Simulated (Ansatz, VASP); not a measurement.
One calculation of SrBe4Cd, two programs

```
CELL_PARAMETERS angstrom
0.00000 3.44753 3.44753
3.44753 0.00000 3.44753
3.44753 3.44753 0.00000
ATOMIC_POSITIONS crystal
Sr 0.00000 0.00000 0.00000
Be 0.37500 0.87500 0.37500
Be 0.37500 0.37500 0.87500
Be 0.37500 0.37500 0.37500
Be 0.87500 0.37500 0.37500
Cd 0.75000 0.75000 0.75000
```

Alike in both runs: task relaxation of cell and atoms; functional PBE; k mesh 4 × 4 × 4; occupations gaussian, width 0.1 eV; no spin polarisation.

```csv
,VASP,Ansatz
version,VASP 6.6.1,Ansatz 0.2.0
potentials or method,"VASP PAW PBE potentials, release 64 (Sr_sv, Be, Cd), cutoff 600 eV","scalar-relativistic, plane waves, PAW"
valence electrons in the cell,30,38
```

VASP gave:

* gap on the k mesh at the Fermi level, each at its own relaxed structure (eV): none
* relaxed volume (Å³/atom): 15.34
* relaxed cell length with the largest relative difference (Å): 5.068

**Question.** What did Ansatz give for the same quantities?

**Answer.** gap on the k mesh at the Fermi level, each at its own relaxed structure (eV): none; relaxed volume (Å³/atom): 15.27; relaxed cell length with the largest relative difference (Å): 5.061.

A gap of «none» marks a metal or a gap that the smearing closes. VASP's potentials hold 30 valence electrons a cell and Ansatz's 38, so a difference there can come from the potentials and not from the codes.

The k mesh is coarse, so the values compare programs but aren't converged.
